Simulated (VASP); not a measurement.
Set up this calculation in VASP 6.6.1, as the native input.

```
Task                   : relaxation of cell and atoms
Functional             : PBE
Potentials or basis    : VASP PAW PBE potentials, release 64 (Hf_pv, H, F)
Cutoff                 : 600 eV
k mesh                 : 6 × 6 × 6
Occupations            : gaussian, width 0.1 eV
Spin                   : no spin polarisation
Dipole correction      : no
Further INCAR settings : ALGO = Normal; EDIFF = 1e-06; IBRION = 2; EDIFFG = -0.04; NSW = 90; ISIF = 3
```

The structure of HfHF3 lies in POSCAR:

```
HfHF3
1.0
    3.5902897364      0.0000000000      0.0000000000
    0.0000000000      3.5902897364      0.0000000000
    0.0000000000      0.0000000000      3.5902897364
Hf H F
1 1 3
Direct
    0.5000000000      0.5000000000      0.5000000000
    0.0000000000      0.0000000000      0.0000000000
    0.5000000000      0.0000000000      0.0000000000
    0.0000000000      0.5000000000      0.0000000000
    0.0000000000      0.0000000000      0.5000000000
```

One way to write it, as run:

INCAR

```
PREC     = Accurate       # precision mode
ENCUT    = 600            # plane-wave cutoff, eV
EDIFF    = 1E-6           # SCF threshold, eV
ISMEAR   = 0              # smearing method
SIGMA    = 0.1            # smearing width, eV
LREAL    = False          # projectors in reciprocal space
LASPH    = True           # aspherical terms in the spheres
NELM     = 100            # most SCF steps
ALGO     = Normal         # electronic algorithm
ISIF     = 3              # what is computed and relaxed
LWAVE    = False          # write WAVECAR
LCHARG   = False          # write CHGCAR
GGA      = PE             # functional
IBRION   = 2              # ionic algorithm
NSW      = 90             # ionic steps
EDIFFG   = -0.04          # ionic threshold
```

KPOINTS

```
regular mesh
0
Gamma
  6 6 6
```

Potentials or basis: VASP PAW PBE potentials, release 64 (Hf_pv, H, F).

Launch:

```bash
$ cat potpaw_PBE.64/Hf_pv/POTCAR potpaw_PBE.64/H/POTCAR potpaw_PBE.64/F/POTCAR > POTCAR
$ mpirun -np 1 vasp_std > vasp.out
```

Results of the run:

The relaxed volume is 9.11 Å³/atom and the relaxed cell is a = 3.572 Å, b = 3.572 Å, c = 3.572 Å, α = 90.00°, β = 90.00°, γ = 90.00°. The space group after relaxing (to 0.05 Å) is Pm-3m (No. 221). The energy gained by relaxing is 0.8 meV/atom and the ionic steps are 2. The pressure after relaxing is 0.0 GPa and the band gap on the k mesh is zero (band 16 reaches 7.74 eV, above the bottom of band 17 at 5.14 eV).

Caveat: spin-orbit coupling is left out, which moves the levels of the heavy elements.

Run time: 37 s on 1 thread of Intel(R) Xeon(R) Platinum 8488C (Sapphire Rapids) (shared host), peak memory 0.19 GiB.
